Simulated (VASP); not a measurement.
# C (Fmmm) in VASP: further runs

C is run at these levels: r2SCAN; tasks: relaxation of shape and atoms at fixed volume.

Program: VASP 6.6.1. These are calculated values, not measurements. Logs are shortened: lines on timing, memory, paths and dates and some standing lists are left out, and cuts for length are marked.

## Step 1: The cell of the first run

It takes space group Fmmm (No. 69, orthorhombic). Conventional cell: a = 2.429 Å, b = 4.206 Å, c = 6.847 Å, α = 90.00°, β = 90.00°, γ = 90.00°. Within 1.9 Å of C (site symmetry m2m) lie 3 C at 1.40 Å.

## Step 2: Relaxation of shape and atoms at fixed volume, r2SCAN (volume scaled by 0.94)

POSCAR reads:

```
C
1.0
    0.0000000000      2.1031250709      3.4236429665
    1.2143046529      0.0000000000      3.4236429665
    1.2143046529      2.1031250709      0.0000000000
C
2
Direct
    0.1667114978      0.8332885022      0.1667114978
    0.8332885022      0.1667114978      0.8332885022
```

INCAR.step1 reads:

```
PREC = Accurate
ENCUT = 600
ISMEAR = 0
SIGMA = 0.02
LREAL = False
LASPH = True
NELM = 100
GGA = PE
ALGO = Normal
EDIFF = 1E-4
LWAVE = True
LCHARG = False
```

INCAR.step2 reads:

```
PREC = Accurate
ENCUT = 600
EDIFF = 1E-6
ISMEAR = 0
SIGMA = 0.02
LREAL = False
LASPH = True
NELM = 100
ALGO = Normal
ISIF = 4
LWAVE = False
LCHARG = False
METAGGA = R2SCAN
LMIXTAU = True
IBRION = 2
NSW = 50
EDIFFG = -0.01
ISTART = 1
```

KPOINTS reads:

```
regular mesh
0
Gamma
  14 14 14
```

Potentials or basis: VASP PAW PBE potentials, release 64 (C).

Launch:

```
cat potpaw_PBE.64/C/POTCAR > POTCAR
cp INCAR.step1 INCAR
mpirun -np 1 vasp_std > vasp.out
cp INCAR.step2 INCAR
mpirun -np 1 vasp_std > vasp.out
```

OUTCAR:

```text
PREC = Accurate
   ENCUT = 600
   EDIFF = 1E-6
   ISMEAR = 0
   LREAL = False
   LASPH = True
   NELM = 100
   ISIF = 4
   METAGGA = R2SCAN
   IBRION = 2
   NSW = 50
   EDIFFG = -0.01
   ISTART = 1

 ion  position               nearest neighbor table
   1  0.167  0.833  0.167-   2 1.40   2 1.40   2 1.40
   2  0.833  0.167  0.833-   1 1.40   1 1.40   1 1.40

  LATTYP: Found a face centered orthorhombic cell.
 ALAT       =     2.4286093058
 B/A-ratio  =     1.7319583400
 C/A-ratio  =     2.8194267051

  Lattice vectors:

 A1 = (   0.0000000000,   2.1031250709,   3.4236429665)
 A2 = (   1.2143046529,   0.0000000000,   3.4236429665)
 A3 = (   1.2143046529,   2.1031250709,   0.0000000000)

Analysis of symmetry for initial positions (statically):
=====================================================================
 Subroutine PRICEL returns:
 Original cell was already a primitive cell.

 Routine SETGRP: Setting up the symmetry group for a
 face centered orthorhombic supercell.

 Subroutine GETGRP returns: Found  8 space group operations
 (whereof  8 operations were pure point group operations)
 out of a pool of  8 trial point group operations.

The static configuration has the point symmetry D_2h.

Analysis of symmetry for dynamics (positions and initial velocities):
=====================================================================
 Subroutine PRICEL returns:
 Original cell was already a primitive cell.

 Routine SETGRP: Setting up the symmetry group for a
 face centered orthorhombic supercell.

 Subroutine GETGRP returns: Found  8 space group operations
 (whereof  8 operations were pure point group operations)
 out of a pool of  8 trial point group operations.

The dynamic configuration has the point symmetry D_2h.

 Subroutine INISYM returns: Found  8 space group operations
 (whereof  8 operations are pure point group operations),
 and found     1 'primitive' translations

----------------------------------------------------------------------------------------

                                     Primitive cell

  volume of cell :      17.4868

  direct lattice vectors                    reciprocal lattice vectors
     0.000000000  2.103125071  3.423642967    -0.411758284  0.237741448  0.146043266
     1.214304653  0.000000000  3.423642967     0.411758284 -0.237741448  0.146043266
     1.214304653  2.103125071  0.000000000     0.411758284  0.237741448 -0.146043266

  length of vectors
     4.018017699  3.632611588  2.428512066     0.497387692  0.497387692  0.497387692

  position of ions in fractional coordinates (direct lattice)
     0.166711498  0.833288502  0.166711498
     0.833288502  0.166711498  0.833288502

  ion indices of the primitive-cell ions
   primitive index   ion index
                 1           1
                 2           2

----------------------------------------------------------------------------------------

 KPOINTS: regular mesh

Automatic generation of k-mesh.
 Grid dimensions read from file:
 generate k-points for:   14   14   14

 Generating k-lattice:

  Cartesian coordinates                     Fractional coordinates (reciprocal lattice)
    -0.029411306  0.016981532  0.010431662     0.071428571 -0.000000000 -0.000000000
     0.029411306 -0.016981532  0.010431662     0.000000000  0.071428571  0.000000000
     0.029411306  0.016981532 -0.010431662     0.000000000  0.000000000  0.071428571

  Length of vectors
     0.035527692  0.035527692  0.035527692

  Shift w.r.t. Gamma in fractional coordinates (k-lattice)
     0.000000000  0.000000000  0.000000000

 Subroutine IBZKPT returns following result:
 ===========================================

 Found    428 irreducible k-points:

 Following reciprocal coordinates:
            Coordinates               Weight
  0.000000  0.000000  0.000000      1.000000
  0.071429 -0.000000  0.000000      8.000000
  0.142857 -0.000000  0.000000      8.000000
  0.214286 -0.000000 -0.000000      8.000000
  0.285714  0.000000  0.000000      8.000000
  0.357143  0.000000  0.000000      8.000000
[... 16 lines left out ...]
  0.214286  0.142857 -0.000000      8.000000
  0.285714  0.142857  0.000000      8.000000
 [... further k-points ...]
   k-points           NKPTS =    428   k-points in BZ     NKDIM =    428   number of bands    NBANDS=      8
   number of dos      NEDOS =    301   number of ions     NIONS =      2
   total plane-waves  NPLWV =  19200
   dimension x,y,z NGX =    32 NGY =   30 NGZ =   20
   dimension x,y,z NGXF=    64 NGYF=   60 NGZF=   40
   ions per type =               2
   NGX,Y,Z   is equivalent  to a cutoff of  13.24, 13.73, 13.69 a.u.
   NGXF,Y,Z  is equivalent  to a cutoff of  26.48, 27.46, 27.38 a.u.
 SYSTEM =  unknown system
   PREC   = accura    normal or accurate (medium, high low for compatibility)
   ISTART =      1    job   : 0-new  1-cont  2-samecut
   ICHARG =      0    charge: 1-file 2-atom 10-const
   ISPIN  =      1    spin polarized calculation?
   LNONCOLLINEAR =      F non collinear calculations
   LSORBIT =      F    spin-orbit coupling
   LASPH  =      T    aspherical Exc in radial PAW
   ENCUT  =  600.0 eV  44.10 Ry    6.64 a.u.   8.02  7.26  4.85*2*pi/ulx,y,z
   NELM   =    100;   NELMIN=  2; NELMDL=  0     # of ELM steps
   EDIFF  = 0.1E-05   stopping-criterion for ELM
   LREAL  =      F    real-space projection
   EDIFFG = -.1E-01   stopping-criterion for IOM
   NSW    =     50    number of steps for IOM
   IBRION =      2    ionic relax: 0-MD 1-quasi-New 2-CG
   NFREE  =      1    steps in history (QN), initial steepest desc. (CG)
   ISIF   =      4    stress and relaxation
   ISYM   =      2    0-nonsym 1-usesym 2-fastsym
   POTIM  = 0.5000    time-step for ionic-motion
   TEBEG  =    0.0;   TEEND  =   0.0 temperature during run
   PSTRESS=    0.0 pullay stress
   NELECT =       8.0000    total number of electrons
   NUPDOWN=      -1.0000    fix difference up-down
   EMIN   =  10.00;   EMAX   =-10.00  energy-range for DOS
   EFERMI =   0.00;   METHOD = LEGACY
   ISMEAR =     0;   SIGMA  =   0.02  broadening in eV -4-tet -1-fermi 0-gaus
   EFERMI_NEDOS =   21; number of points for ismear=-14 and -15
   IALGO  =     38    algorithm
   IMIX   =      4    mixing-type and parameters
     AMIX     =   0.40;   BMIX     =  1.00
     AMIX_MAG =   1.60;   BMIX_MAG =  1.00
  volume/ion in A,a.u.               =       8.74        59.00
  Fermi-wavevector in a.u.,A,eV,Ry     =   1.261443  2.383782 21.650125  1.591239
  Thomas-Fermi vector in A             =   2.394902
   LORBIT       =      0    0 simple, 1 ext, 2 COOP (PROOUT), +10 PAW based schemes
   METAGGA = R2SCAN    functional components
   LHFCALC =     F    Hartree Fock is set to
   AEXX    =    0.0000 exact exchange contribution
   IVDW    =     0    specifies the selected vdW correction
   LEPSILON=     F    determine dielectric tensor
   LRPA    =     F    only Hartree local field effects (RPA)
 conjugate gradient relaxation of ions
 non-spin polarized calculation
 Gauss-broadening in eV      SIGMA  =   0.02
  energy-cutoff  :      600.00
  volume of cell :       17.49
 maximum number of plane-waves:       600
   NGX = 17   NGY = 15   NGZ =  9

--------------------------------------- Ionic step        1  -------------------------------------------

 number of electron       8.0000000 magnetization

 Free energy of the ion-electron system (eV)
  ---------------------------------------------------
  ext. energy  EPLUGINS =         0.00000000
  ---------------------------------------------------
  free energy    TOTEN  =       -19.85871360 eV

  energy without entropy =      -19.85871360  energy(sigma->0) =      -19.85871360

------------------------ aborting loop because EDIFF is reached ----------------------------------------

  FORCE on cell =-STRESS in cart. coord.  units (eV):
  Direction    XX          YY          ZZ          XY          YZ          ZX
  --------------------------------------------------------------------------------------
  -------------------------------------------------------------------------------------
  Total        1.6536758      1.6519497      0.0656877     -0.0000000      0.0000000      0.0000000
  in kB      151.5129403    151.3547959      6.0184305     -0.0000000      0.0000000      0.0000000
  external PRESSURE =     102.9620555 kB  Pullay stress =       0.0000000 kB

 VOLUME and BASIS-vectors are now :
 -----------------------------------------------------------------------------
  energy-cutoff  :      600.00
  volume of cell :       17.49
      direct lattice vectors                 reciprocal lattice vectors
     0.000000000  2.103125071  3.423642967    -0.411758284  0.237741448  0.146043266
     1.214304653  0.000000000  3.423642967     0.411758284 -0.237741448  0.146043266
     1.214304653  2.103125071  0.000000000     0.411758284  0.237741448 -0.146043266
[... 37 lines left out ...]
 POSITION                                       TOTAL-FORCE (eV/Angst)
 -----------------------------------------------------------------------------------
      1.23003      0.71038      3.33681        -0.000000     -0.000200      0.000000
      1.23003      3.55016      3.33681         0.000000      0.000200      0.000000
 -----------------------------------------------------------------------------------
    total drift:                                0.000000      0.000000      0.000000

  FREE ENERGIE OF THE ION-ELECTRON SYSTEM (eV)
  ---------------------------------------------------
  free  energy   TOTEN  =       -19.8737412229 eV

  energy  without entropy=      -19.8737412229  energy(sigma->0) =      -19.87374122

--------------------------------------- Ionic step        3  -------------------------------------------

 number of electron       8.0000000 magnetization

 Free energy of the ion-electron system (eV)
  ---------------------------------------------------
  ext. energy  EPLUGINS =         0.00000000
  ---------------------------------------------------
  free energy    TOTEN  =       -19.87480975 eV

  energy without entropy =      -19.87480975  energy(sigma->0) =      -19.87480975

 E-fermi :   4.8962     XC(G=0): -11.1503

 val. band max:        4.8174258772   @ k =   0.5000  -0.1429   0.3571
 cond. band min:       5.2134493101   @ k =  -0.1429   0.2143   0.2857
 fundamental gap:      0.3960234329
 Fermi energy:         4.8962481278

 k-point     1 :       0.0000    0.0000    0.0000
  band No.  band energies     occupation
      1     -16.2895      2.00000
      2      -2.3381      2.00000
      3       1.5205      2.00000
      4       1.5305      2.00000
      5       9.1453      0.00000
      6      13.4498      0.00000
      7      13.5426      0.00000
      8      17.1951      0.00000

 k-point     2 :       0.0714   -0.0000    0.0000
  band No.  band energies     occupation
      1     -16.1565      2.00000
      2      -2.2214      2.00000
      3       1.0072      2.00000
      4       1.2497      2.00000
      5       9.3642      0.00000
      6      13.5851      0.00000
      7      14.0334      0.00000
      8      16.6898      0.00000
[... 221 lines left out ...]
 k-point    23 :       0.2143    0.1429   -0.0000
  band No.  band energies     occupation
      1     -16.0802      2.00000
      2      -2.8454      2.00000
      3       0.9975      2.00000
      4       1.2495      2.00000
      5      10.8145      0.00000
      6      13.5726      0.00000
      7      14.0294      0.00000
      8      16.7507      0.00000

 k-point    24 :       0.2857    0.1429    0.0000
  band No.  band energies     occupation
      1     -15.6645      2.00000
      2      -2.6143      2.00000
      3      -0.3745      2.00000
      4       0.5725      2.00000
      5      11.8214      0.00000
      6      13.6102      0.00000
      7      15.4176      0.00000
      8      15.5826      0.00000

 [... further k-points ...]
[... 5 lines left out ...]
  --------------------------------------------------------------------------------------
  -------------------------------------------------------------------------------------
  Total        0.1679444      0.1654982      0.1687242      0.0000000      0.0000000      0.0000000
  in kB       15.3873838     15.1632615     15.4588312      0.0000000      0.0000000      0.0000000
  external PRESSURE =      15.3364922 kB  Pullay stress =       0.0000000 kB

 VOLUME and BASIS-vectors are now :
 -----------------------------------------------------------------------------
  energy-cutoff  :      600.00
  volume of cell :       17.49
      direct lattice vectors                 reciprocal lattice vectors
    -0.000000000  2.124672713  3.354442419    -0.407569013  0.235330363  0.149056069
     1.226786099 -0.000000000  3.354442419     0.407569013 -0.235330363  0.149056069
     1.226786099  2.124672713  0.000000000     0.407569013  0.235330363 -0.149056069

 POSITION                                       TOTAL-FORCE (eV/Angst)
 -----------------------------------------------------------------------------------
      1.22679      0.70849      3.35444         0.000000      0.000046      0.000000
      1.22679      3.54085      3.35444         0.000000     -0.000046      0.000000
 -----------------------------------------------------------------------------------
    total drift:                               -0.000000     -0.000000     -0.000000

  FREE ENERGIE OF THE ION-ELECTRON SYSTEM (eV)
  ---------------------------------------------------
  free  energy   TOTEN  =       -19.8748097492 eV

  energy  without entropy=      -19.8748097492  energy(sigma->0) =      -19.87480975

 reached required accuracy - stopping structural energy minimisation
```

It took 27 min on 1 thread of AMD EPYC 7R13, shared host; peak memory 0.17 GiB.

Results:

```yaml
Free_energy: -19.8748 eV
Energy_gained_by_relaxing: 8.0 meV/atom
Ionic_steps: 3
Pressure_after_relaxing: 1.5 GPa
Band_gap_on_the_k_mesh: 0.40 eV, indirect (least direct gap 0.49 eV)
```

Step by step:
```tsv
step	energy change (eV)	largest force (eV/Å)	pressure (GPa)	volume (Å³)
1	0.0000	0.0020	10.30	17.49
2	-0.0150	0.0002	-0.66	17.49
3	-0.0161	0.0000	1.53	17.49
```

Final structure:
```
CELL_PARAMETERS angstrom
0.00000 2.12467 3.35444
1.22679 0.00000 3.35444
1.22679 2.12467 0.00000
ATOMIC_POSITIONS crystal
C 0.16673 0.83327 0.16673
C 0.83327 0.16673 0.83327
```

Levels at points of the mesh, in eV from the valence-band top:
| k point | band 1 | band 2 | band 3 | band 4 | band 5 | band 6 | band 7 | band 8 |
| --- | --- | --- | --- | --- | --- | --- | --- | --- |
| (0.00, 0.00, 0.00) | -21.11 | -7.16 | -3.30 | -3.29 | 4.33 | 8.63 | 8.73 | 12.38 |
| (0.50, 0.00, 0.00) | -15.42 | -14.20 | -6.92 | -2.64 | 1.66 | 7.70 | 13.07 | 14.22 |
| (0.50, 0.50, 0.00) | -20.81 | -9.17 | -3.32 | -3.28 | 8.62 | 8.67 | 11.03 | 12.53 |
| (0.50, 0.00, 0.50) | -15.53 | -14.28 | -6.90 | -1.84 | 2.57 | 7.92 | 11.64 | 11.77 |
| (0.00, 0.50, 0.50) | -15.30 | -14.11 | -6.96 | -3.34 | 0.91 | 7.50 | 14.50 | 18.34 |

Caveat: the cell differs from its parent crystal (volume scaled by 0.94); the PAW data sets were made with another functional, which shifts forces and pressure a little. A k mesh can miss the band edges.

## Step 3: Relaxation of shape and atoms at fixed volume, r2SCAN (volume scaled by 0.97)

POSCAR reads:

```
C
1.0
    0.0000000000      2.1052726812      3.5257837872
    1.2155171118      0.0000000000      3.5257837872
    1.2155171118      2.1052726812      0.0000000000
C
2
Direct
    0.1667039277      0.8332960723      0.1667039277
    0.8332960723      0.1667039277      0.8332960723
```

INCAR.step1 reads:

```
SYSTEM = C
  PREC = Accurate
  ENCUT = 600
  ISMEAR = 0
  SIGMA = 0.02
  LREAL = .FALSE.
  LASPH = .TRUE.
  NELM = 60
  GGA = PE
  ALGO = Normal
  EDIFF = 1E-4
  LWAVE = .TRUE.
  LCHARG = .FALSE.
```

INCAR.step2 reads:

```
SYSTEM = C
  PREC = Accurate
  ENCUT = 600
  EDIFF = 1E-6
  ISMEAR = 0
  SIGMA = 0.02
  LREAL = .FALSE.
  LASPH = .TRUE.
  NELM = 60
  ALGO = Normal
  ISIF = 4
  LWAVE = .FALSE.
  LCHARG = .FALSE.
  METAGGA = R2SCAN
  LMIXTAU = .TRUE.
  IBRION = 2
  NSW = 50
  EDIFFG = -0.01
  ISTART = 1
```

KPOINTS reads:

```
Automatic mesh
0
G
  14 14 14
  0 0 0
```

Potentials or basis: VASP PAW PBE potentials, release 64 (C).

Launch:

```
cat potpaw_PBE.64/C/POTCAR > POTCAR
cp INCAR.step1 INCAR
mpirun -np 1 vasp_std > vasp.out
cp INCAR.step2 INCAR
mpirun -np 1 vasp_std > vasp.out
```

Run time: 33 min. Hardware: 1 thread of AMD EPYC 7R13, shared host; peak memory 0.18 GiB.

Results (log left out):

```yaml
Free_energy: -19.8796 eV
Energy_gained_by_relaxing: 7.8 meV/atom
Ionic_steps: 3
Pressure_after_relaxing: 0.4 GPa
Largest_force_after_relaxing: 0.006 eV/Å
Band_gap_on_the_k_mesh: 0.52 eV, indirect (least direct gap 0.63 eV)
```

Forces on the atoms (eV/Å):
```
C    0.000  0.006  0.000
C    0.000 -0.006  0.000
```

The path:
| step | energy change (eV) | largest force (eV/Å) | pressure (GPa) | volume (Å³) |
| --- | --- | --- | --- | --- |
| 1 | 0.0000 | 0.0000 | 8.89 | 18.04 |
| 2 | -0.0148 | 0.0077 | -1.49 | 18.04 |
| 3 | -0.0156 | 0.0062 | 0.40 | 18.04 |

Final structure:
```
CELL_PARAMETERS angstrom
0.00000 2.12676 3.45478
1.22796 0.00000 3.45478
1.22796 2.12676 0.00000
ATOMIC_POSITIONS crystal
C 0.16670 0.83330 0.16670
C 0.83330 0.16670 0.83330
```

Levels at points of the mesh, in eV from the valence-band top:
| k point | band 1 | band 2 | band 3 | band 4 | band 5 | band 6 | band 7 | band 8 |
| --- | --- | --- | --- | --- | --- | --- | --- | --- |
| (0.00, 0.00, 0.00) | -20.94 | -7.18 | -3.18 | -3.17 | 4.20 | 8.74 | 8.81 | 12.48 |
| (0.50, 0.00, 0.00) | -15.29 | -14.06 | -6.80 | -2.51 | 1.79 | 7.80 | 12.96 | 13.96 |
| (0.50, 0.50, 0.00) | -20.70 | -8.91 | -3.20 | -3.18 | 8.72 | 8.77 | 10.40 | 12.60 |
| (0.50, 0.00, 0.50) | -15.38 | -14.13 | -6.78 | -1.84 | 2.58 | 7.97 | 11.58 | 11.72 |
| (0.00, 0.50, 0.50) | -15.20 | -13.99 | -6.82 | -3.11 | 1.13 | 7.63 | 14.35 | 17.74 |

Caveat: the cell differs from its parent crystal (volume scaled by 0.97); the PAW data sets were made with another functional, which shifts forces and pressure a little. A k mesh can miss the band edges.
